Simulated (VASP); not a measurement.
Cd3Te:

```
Cd Te
1.0
     4.75551    0.00000    0.00000
     0.00000    4.75551    0.00000
     0.00000    0.00000    4.75551
Cd Te
3 1
Direct
  0.50000 0.50000 0.00000
  0.50000 0.00000 0.50000
  0.00000 0.50000 0.50000
  0.00000 0.00000 0.00000
```

The cell was built from a structure type or drawn by symmetry, and may not be a known phase.

| Property | Result |
| --- | --- |
| Program | VASP 6.6.1 |
| Task | relaxation of cell and atoms |
| Functional | PBE |
| Potentials or basis | VASP PAW PBE potentials, release 64 (Cd, Te) |
| Cutoff | 600 eV |
| k mesh | 10 × 10 × 10 |
| Occupations | gaussian, width 0.1 eV |
| Spin | no spin polarisation |

At the start: pressure -1.4 GPa; volume 26.89 Å³/atom.

Q: Where does the relaxation end?

A: Over 3 steps the energy falls by 4.5 meV/atom and the volume is 25.90 Å³/atom (-3.7 %); space group Pm-3m (No. 221, to 0.1 Å) before and after.

Step by step:
```tsv
step	energy change (eV)	largest force (eV/Å)	pressure (GPa)	volume (Å³)
1	0.0000	0.0000	-1.36	107.54
2	-0.0176	0.0000	-0.17	104.03
3	-0.0178	0.0000	0.00	103.61
```

Final structure:
```yaml
crystal:
  lattice:
    - [4.69685, 0.00000, 0.00000]
    - [0.00000, 4.69685, 0.00000]
    - [0.00000, 0.00000, 4.69685]
  atoms:
    - { symbol: Cd, position: [0.50000, 0.50000, 0.00000] }
    - { symbol: Cd, position: [0.50000, 0.00000, 0.50000] }
    - { symbol: Cd, position: [0.00000, 0.50000, 0.50000] }
    - { symbol: Te, position: [0.00000, 0.00000, 0.00000] }
```
